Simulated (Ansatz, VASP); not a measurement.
Two plane-wave programs on BaLaS

File INCAR:

```
ALGO = Normal
EDIFF = 1E-6
ENCUT = 520
GGA = PE
ISIF = 2
ISMEAR = 0
LASPH = True
LCHARG = True
LELF = True
LREAL = False
LVHAR = True
LWAVE = False
NBANDS = 20
NELM = 80
PREC = Accurate
SIGMA = 0.1
```

KPOINTS

```
k-points
0
Gamma
  4 4 4
```

POSCAR

```
BaLaS
1.0
    4.0097017900      0.0000000000      0.0000000000
    0.0000000000      4.0097017900      0.0000000000
    0.0000000000      0.0000000000      6.4115867700
Ba La S
1 1 1
Direct
    0.5000000000      0.5000000000      0.0000000000
    0.5000000000      0.5000000000      0.5000000000
    0.0000000000      0.0000000000      0.0000000000
```

Input for Ansatz:

```yaml
crystal:
  lattice:
    - [4.00970179, 0.0, 0.0]
    - [0.0, 4.00970179, 0.0]
    - [0.0, 0.0, 6.41158677]
  atoms:
    - { symbol: Ba, position: [0.5, 0.5, 0.0] }
    - { symbol: La, position: [0.5, 0.5, 0.5] }
    - { symbol: S, position: [0.0, 0.0, 0.0] }
basis:
  ecutwfc: 420
kpoints:
  mp_grid: { grid: [4, 4, 4] }
hamiltonian:
  xc: pbe
scf:
  occupations: { method: gaussian, width: 0.1 }
  lower_state_search: "off"
output:
  forces: true
  stress: true
  eigenvalues: true
```

Alike in both runs: task single point; functional PBE; k mesh 4 × 4 × 4; occupations gaussian, width 0.1 eV; no spin polarisation.

|  | VASP | Ansatz |
| --- | --- | --- |
| version | VASP 6.6.1 | Ansatz 0.2.0 |
| potentials or method | VASP PAW PBE potentials, release 64 (Ba_sv, La, S), cutoff 520 eV | scalar-relativistic, plane waves, PAW |
| valence electrons in the cell | 27 | 27 |

|  | VASP | Ansatz | Ansatz less VASP |
| --- | --- | --- | --- |
| gap on the k mesh at the Fermi level (eV) | none | none | - |
| pressure (GPa) | 8.8 | 7.8 | -0.99 |
| traceless stress, the component that is largest in VASP (GPa) | -1.57 | -0.99 | +0.582 |

A gap of «none» marks a metal or a gap that the smearing closes.

The k mesh is coarse, so the values compare programs but aren't converged. Spin-orbit coupling is off throughout.
